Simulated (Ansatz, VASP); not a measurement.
PbF2: VASP beside Ansatz

Contents of INCAR:

```
SYSTEM = PbF2
  PREC = Accurate
  ENCUT = 600
  EDIFF = 1E-6
  ISMEAR = -1
  SIGMA = 0.05
  LREAL = .FALSE.
  LASPH = .TRUE.
  NELM = 120
  ALGO = Normal
  ISIF = 2
  LWAVE = .FALSE.
  LCHARG = .FALSE.
  NBANDS = 21
  GGA_COMPAT = .FALSE.
```

KPOINTS

```
regular mesh
0
G
  8 8 8
  0 0 0
```

Contents of POSCAR:

```
PbF2
1.0
    0.0000000000      2.9031601670      2.9031601670
    2.9031601670      0.0000000000      2.9031601670
    2.9031601670      2.9031601670      0.0000000000
Pb F
1 2
Direct
    0.0000000000      0.0000000000      0.0000000000
    0.7500000000      0.7500000000      0.7500000000
    0.2500000000      0.2500000000      0.2500000000
```

File input.yaml:

```yaml
crystal:
  lattice:
    - [0.0, 2.903160167, 2.903160167]
    - [2.903160167, 0.0, 2.903160167]
    - [2.903160167, 2.903160167, 0.0]
  atoms:
    - { symbol: Pb, position: [0.0, 0.0, 0.0] }
    - { symbol: F, position: [0.75, 0.75, 0.75] }
    - { symbol: F, position: [0.25, 0.25, 0.25] }
kpoints:
  mp_grid: { grid: [8, 8, 8] }
scf:
  occupations: { method: fermi_dirac, width: 0.05 }
hamiltonian:
  xc: lda
  pseudopotentials: { kind: all_electron, lapw: { basis_error: 0.002 } }
output:
  forces: true
  stress: true
  eigenvalues: true
```

Change from the starting cell: volume scaled by 0.94.

Alike in both runs: task single point; functional LDA; k mesh 8 × 8 × 8; occupations fermi-dirac, width 0.05 eV; no spin polarisation.

|  | VASP | Ansatz |
| --- | --- | --- |
| version | VASP 6.6.1 | Ansatz 0.2.0 |
| potentials or method | VASP PAW LDA potentials, release 64 (Pb_d, F), cutoff 600 eV | all-electron LAPW, scalar-relativistic |

```tsv
	VASP	Ansatz	Ansatz less VASP
gap on the k mesh at the Fermi level (eV)	4.20	4.23	+0.031
least direct gap on the mesh (eV)	4.37	4.40	+0.030
pressure (GPa)	0.2	0.3	+0.05
```

LDA's correlation is that of Perdew and Zunger in VASP and of Perdew and Wang (1992) in Ansatz. Ansatz ran all-electron here, and VASP with PAW potentials.

Neither program's run includes spin-orbit coupling.
